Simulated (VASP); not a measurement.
# In (R-3m) in VASP: further runs, part 2 of 2

VASP 6.6.1.

### Step 3. Electric field gradients, PBEsol

This run uses another cell than the first one, of 26.42 Å³/atom.

The input, INCAR:

```
SYSTEM = In
PREC = Accurate ; ENCUT = 400
EDIFF = 1E-8 ; ISMEAR = -1
SIGMA = 0.05 ; LREAL = .FALSE.
LASPH = .TRUE. ; NELM = 120
ALGO = Normal ; ISIF = 2
LWAVE = .FALSE. ; LCHARG = .FALSE.
GGA = PS ; LEFG = .TRUE.
NBANDS = 26 ; GGA_COMPAT = .FALSE.
```

The input, KPOINTS:

```
regular mesh
0
G
  14 14 14
  0 0 0
```

The input, POSCAR:

```
In
1.0
    1.6696368166      0.9639652655      8.2074632500
   -1.6696368166      0.9639652655      8.2074632500
    0.0000000000     -1.9279305310      8.2074632500
In
3
Direct
    0.0000000000      0.0000000000      0.0000000000
    0.7780122400      0.7780122400      0.7780122400
    0.2219877600      0.2219877600      0.2219877600
```

Potentials or basis: VASP PAW PBE potentials, release 64 (In_d).

Command:

```console
> cat potpaw_PBE.64/In_d/POTCAR > POTCAR
> mpirun -np 1 vasp_std > vasp.out
```

OUTCAR:

```text
SYSTEM = In
   PREC = Accurate
   ENCUT = 400
   EDIFF = 1E-8
   ISMEAR = -1
   LREAL = .FALSE.
   LASPH = .TRUE.
   NELM = 120
   ISIF = 2
   GGA = PS

 ion  position               nearest neighbor table
   1  0.000  0.000  0.000-   2 3.35   3 3.35   2 3.35   2 3.35   3 3.35   3 3.35
   2  0.778  0.778  0.778-   3 3.34   3 3.34   3 3.34   1 3.35   1 3.35   1 3.35
   3  0.222  0.222  0.222-   2 3.34   2 3.34   2 3.34   1 3.35   1 3.35   1 3.35

  LATTYP: Found a trigonal (rhomboedric) cell.
 ALAT       =     8.4308581492
 COS(alpha) =     0.9215612875

  Lattice vectors:

[... 914 lines left out ...]

  energy  without entropy=       -8.9164509254  energy(sigma->0) =       -8.92288785

 Electric field gradients (V/A^2)
---------------------------------------------------------------------
 ion       V_xx      V_yy      V_zz      V_xy      V_xz      V_yz
---------------------------------------------------------------------
   1      -1.226    -1.226     2.453     0.000     0.000    -0.000
   2       2.252     2.252    -4.504    -0.000     0.000    -0.000
   3       2.252     2.252    -4.504    -0.000    -0.000    -0.000
---------------------------------------------------------------------

 Electric field gradients after diagonalization (V/A^2)
 (convention: |V_zz| > |V_xx| > |V_yy|)
----------------------------------------------------------------------
 ion       V_xx      V_yy      V_zz     asymmetry (V_yy - V_xx)/ V_zz
----------------------------------------------------------------------
   1      -1.226    -1.226     2.453       0.000
   2       2.252     2.252    -4.504       0.000
   3       2.252     2.252    -4.504       0.000
----------------------------------------------------------------------

           NMR quadrupolar parameters

 Cq : quadrupolar parameter    Cq=e*Q*V_zz/h
 eta: asymmetry parameters     (V_yy - V_xx)/ V_zz
 Q  : nuclear electric quadrupole moment in mb (millibarn)
----------------------------------------------------------------------
 ion       Cq(MHz)       eta       Q (mb)
----------------------------------------------------------------------
   1       0.006       0.000       1.000
   2      -0.011       0.000       1.000
   3      -0.011       0.000       1.000
----------------------------------------------------------------------
```

OSZICAR:

```text
N       E                     dE             d eps       ncg     rms          rms(c)
DAV:   1     0.323274044173E+03    0.32327E+03   -0.16202E+04 14984   0.172E+03
DAV:   2     0.182804382001E+02   -0.30499E+03   -0.30102E+03 15024   0.403E+02
DAV:   3    -0.814800645690E+01   -0.26428E+02   -0.26206E+02 17892   0.149E+02
DAV:   4    -0.900805289075E+01   -0.86005E+00   -0.85903E+00 18344   0.302E+01
DAV:   5    -0.905429568327E+01   -0.46243E-01   -0.46239E-01 23662   0.501E+00    0.388E+00
DAV:   6    -0.895031165521E+01    0.10398E+00   -0.21093E-01 19538   0.679E+00    0.181E+00
DAV:   7    -0.893100451746E+01    0.19307E-01   -0.59288E-02 20348   0.322E+00    0.433E-01
DAV:   8    -0.892931150923E+01    0.16930E-02   -0.35625E-03 17314   0.826E-01    0.379E-02
DAV:   9    -0.892932215776E+01   -0.10649E-04   -0.12831E-04 25132   0.987E-02    0.257E-02
DAV:  10    -0.892932452332E+01   -0.23656E-05   -0.83379E-06 18904   0.424E-02    0.321E-03
DAV:  11    -0.892932479385E+01   -0.27053E-06   -0.78545E-07 19984   0.163E-02    0.102E-03
DAV:  12    -0.892932480922E+01   -0.15362E-07   -0.45239E-08 15264   0.235E-03    0.467E-04
DAV:  13    -0.892932477204E+01    0.37176E-07   -0.83737E-09  8850   0.191E-03    0.907E-05
DAV:  14    -0.892932476868E+01    0.33633E-08   -0.21520E-09  8522   0.113E-03
   1 F= -.89293248E+01 E0= -.89228878E+01  d E =-.128738E-01
```

It took 28 min on 1 thread of Intel Xeon Platinum 8488C (Sapphire Rapids), shared host; peak memory 0.6 GiB.

Results:

- Free energy: -8.9293 eV
- Pressure: -1.3 GPa
- Largest force: 0.013 eV/Å
- Band gap on the k mesh: zero (an odd number of electrons rules out a gap without spin polarisation)
- Largest electric field gradient by atom: In +2.5, -4.5 (each value once) V/Å²

Forces on the atoms (eV/Å):
```
In   0.000  0.000  0.000
In   0.000  0.000 -0.013
In   0.000  0.000  0.013
```

Levels at points of the mesh, in eV from the Fermi level:
| k point | band 17 | band 18 | band 19 | band 20 | band 21 | band 22 |
| --- | --- | --- | --- | --- | --- | --- |
| (0.00, 0.00, 0.00) | -7.07 | -7.04 | 0.47 | 0.49 | 8.72 | 8.72 |
| (0.50, 0.00, 0.00) | -4.19 | -3.03 | -2.75 | -1.16 | -1.07 | 3.26 |
| (0.50, 0.50, 0.00) | -4.26 | -3.50 | -3.05 | -0.43 | -0.33 | 1.88 |
| (0.50, 0.50, 0.50) | -8.89 | -4.38 | -3.38 | 5.75 | 5.80 | 8.30 |

Electric field gradients, principal values (V/Å²):
| atom | least | middle | greatest (by size) |
| --- | --- | --- | --- |
| 1 In | -1.226 | -1.226 | 2.453 |
| 2 In | 2.252 | 2.252 | -4.504 |
| 3 In | 2.252 | 2.252 | -4.504 |

Caveat: without QUAD_EFG the Cq values of the log hold for a quadrupole moment of 1 mb, not for the nuclei; the PAW data sets were made with another functional, which shifts forces and pressure a little; spin-orbit coupling is left out, which moves the levels of the heavy elements.

### Step 4. Electric field gradients, PBEsol (zz strain of -3 %)

The input, INCAR:

```
ALGO     = Normal         # electronic algorithm
EDIFF    = 1E-8           # SCF threshold, eV
ENCUT    = 520            # plane-wave cutoff, eV
GGA      = PS             # functional
ISIF     = 2              # what is computed and relaxed
ISMEAR   = -1             # smearing method
LASPH    = True           # aspherical terms in the spheres
LCHARG   = False          # write CHGCAR
LEFG     = True         
LREAL    = False          # projectors in reciprocal space
LWAVE    = False          # write WAVECAR
NBANDS   = 26             # bands
NELM     = 60             # most SCF steps
PREC     = Accurate       # precision mode
SIGMA    = 0.05           # smearing width, eV
```

The input, KPOINTS:

```
k-points
0
Gamma
  14 14 14
```

The input, POSCAR:

```
In
1.0
    1.6696368166      0.9639652655      7.9612393525
   -1.6696368166      0.9639652655      7.9612393525
    0.0000000000     -1.9279305310      7.9612393525
In
3
Direct
    0.0000000000      0.0000000000      0.0000000000
    0.7780122400      0.7780122400      0.7780122400
    0.2219877600      0.2219877600      0.2219877600
```

Potentials or basis: VASP PAW PBE potentials, release 64 (In_d).

Command:

```console
> cat potpaw_PBE.64/In_d/POTCAR > POTCAR
> mpirun -np 1 vasp_std > vasp.out
```

OUTCAR:

```text
EDIFF = 1E-8
   ENCUT = 520
   GGA = PS
   ISIF = 2
   ISMEAR = -1
   LASPH = True
   LREAL = False
   NELM = 60
   PREC = Accurate

 ion  position               nearest neighbor table
   1  0.000  0.000  0.000-   2 3.28   3 3.28   2 3.28   2 3.28   3 3.28   3 3.28
   2  0.778  0.778  0.778-   3 3.27   3 3.27   3 3.27   1 3.28   1 3.28   1 3.28
   3  0.222  0.222  0.222-   2 3.27   2 3.27   2 3.27   1 3.28   1 3.28   1 3.28

  LATTYP: Found a trigonal (rhomboedric) cell.
 ALAT       =     8.1913520349
 COS(alpha) =     0.9169073061

  Lattice vectors:

 A1 = (   1.6696368166,   0.9639652655,   7.9612393525)
 A2 = (  -1.6696368166,   0.9639652655,   7.9612393525)
 A3 = (   0.0000000000,  -1.9279305310,   7.9612393525)

Analysis of symmetry for initial positions (statically):
=====================================================================
 Subroutine PRICEL returns:
 Original cell was already a primitive cell.

 Routine SETGRP: Setting up the symmetry group for a
 trigonal (rhombohedral) supercell.

 Subroutine GETGRP returns: Found 12 space group operations
 (whereof 12 operations were pure point group operations)
 out of a pool of 12 trial point group operations.

The static configuration has the point symmetry D_3d.

Analysis of symmetry for dynamics (positions and initial velocities):
=====================================================================
 Subroutine PRICEL returns:
 Original cell was already a primitive cell.

 Routine SETGRP: Setting up the symmetry group for a
 trigonal (rhombohedral) supercell.

[... 167 lines left out ...]
      5      -6.9486      2.00000
      6      -6.9397      2.00000
[... 685 lines left out ...]
     25      14.0442      0.00000
     26      15.4975      0.00000

 [... further k-points ...]

------------------------ aborting loop because EDIFF is reached ----------------------------------------

  FORCE on cell =-STRESS in cart. coord.  units (eV):
  Direction    XX          YY          ZZ          XY          YZ          ZX
  --------------------------------------------------------------------------------------
  -------------------------------------------------------------------------------------
  Total       -0.1138941     -0.1138941      0.3002226     -0.0000000      0.0000000      0.0000000
  in kB       -2.3735405     -2.3735405      6.2566045     -0.0000000      0.0000000      0.0000000
  external PRESSURE =       0.5031745 kB  Pullay stress =       0.0000000 kB

 VOLUME and BASIS-vectors are now :
 -----------------------------------------------------------------------------
  energy-cutoff  :      520.00
  volume of cell :       76.88
      direct lattice vectors                 reciprocal lattice vectors
     1.669636817  0.963965265  7.961239352     0.299466324  0.172896963  0.041869528
    -1.669636817  0.963965265  7.961239352    -0.299466324  0.172896963  0.041869528
     0.000000000 -1.927930531  7.961239352     0.000000000 -0.345793926  0.041869528

 POSITION                                       TOTAL-FORCE (eV/Angst)
 -----------------------------------------------------------------------------------
      0.00000      0.00000      0.00000         0.000000      0.000000      0.000000
      0.00000      0.00000     18.58182         0.000000     -0.000000     -0.022783
      0.00000      0.00000      5.30189         0.000000      0.000000      0.022783
 -----------------------------------------------------------------------------------
    total drift:                                0.000000      0.000000     -0.000000

  FREE ENERGIE OF THE ION-ELECTRON SYSTEM (eV)
  ---------------------------------------------------
  free  energy   TOTEN  =        -8.9328693910 eV

  energy  without entropy=       -8.9201616091  energy(sigma->0) =       -8.92651550

 Electric field gradients (V/A^2)
---------------------------------------------------------------------
 ion       V_xx      V_yy      V_zz      V_xy      V_xz      V_yz
---------------------------------------------------------------------
   1       3.855     3.855    -7.710     0.000    -0.000    -0.000
   2       7.505     7.505   -15.010     0.000     0.000    -0.000
   3       7.505     7.505   -15.010     0.000     0.000    -0.000
---------------------------------------------------------------------

 Electric field gradients after diagonalization (V/A^2)
 (convention: |V_zz| > |V_xx| > |V_yy|)
----------------------------------------------------------------------
 ion       V_xx      V_yy      V_zz     asymmetry (V_yy - V_xx)/ V_zz
----------------------------------------------------------------------
   1       3.855     3.855    -7.710       0.000
   2       7.505     7.505   -15.010       0.000
   3       7.505     7.505   -15.010       0.000
----------------------------------------------------------------------

           NMR quadrupolar parameters

 Cq : quadrupolar parameter    Cq=e*Q*V_zz/h
 eta: asymmetry parameters     (V_yy - V_xx)/ V_zz
 Q  : nuclear electric quadrupole moment in mb (millibarn)
----------------------------------------------------------------------
 ion       Cq(MHz)       eta       Q (mb)
----------------------------------------------------------------------
   1      -0.019       0.000       1.000
   2      -0.036       0.000       1.000
   3      -0.036       0.000       1.000
----------------------------------------------------------------------
```

Run time: 51 min. Hardware: 1 thread of Intel Xeon Platinum 8259CL at 2.50GHz (Skylake/Cascade Lake), shared host; peak memory 0.82 GiB.

What came out:

```
Free energy                             : -8.9329 eV
Pressure                                : 0.1 GPa
Largest force                           : 0.023 eV/Å
Band gap on the k mesh                  : zero (an odd number of electrons rules out a gap without spin polarisation)
Largest electric field gradient by atom : In -7.7, -15.0 (each value once) V/Å²
```

Forces on the atoms (eV/Å):
```
In   0.000  0.000  0.000
In   0.000  0.000 -0.023
In   0.000  0.000  0.023
```

Stress tensor (GPa, compression positive):
```
-0.24  0.00  0.00
 0.00 -0.24  0.00
 0.00  0.00  0.63
```

Electric field gradients, principal values (V/Å²):
```tsv
atom	least	middle	greatest (by size)
1 In	3.855	3.855	-7.710
2 In	7.505	7.505	-15.010
3 In	7.505	7.505	-15.010
```

Caveat: the cell differs from its parent crystal (zz strain of -3 %); without QUAD_EFG the Cq values of the log hold for a quadrupole moment of 1 mb, not for the nuclei; the PAW data sets were made with another functional, which shifts forces and pressure a little; spin-orbit coupling is left out, which moves the levels of the heavy elements.

### Step 5. Overview

```tsv
cell	cutoff (eV)	gap on the mesh (eV)	pressure (GPa)	largest force (eV/Å)
a = 8.459 Å, angles 22.8°, 3 atoms	520	none	-1.6	0.01
a = 8.431 Å, angles 22.8°, 3 atoms	400	none	-1.3	0.01
a = 8.191 Å, angles 23.5°, 3 atoms	520	none	0.1	0.02
```

Alike in all rows: task electric field gradients; level PBEsol; potentials or basis VASP PAW PBE potentials, release 64 (In_d); no spin polarisation; k mesh 14 × 14 × 14; smearing fermi-dirac 0.05 eV.

Caveats: the PAW data sets were made with another functional, which shifts forces and pressure a little; spin-orbit coupling is left out, which moves the levels of the heavy elements.

Total energies depend on the potentials used, so only differences within one code and one set of settings carry meaning.
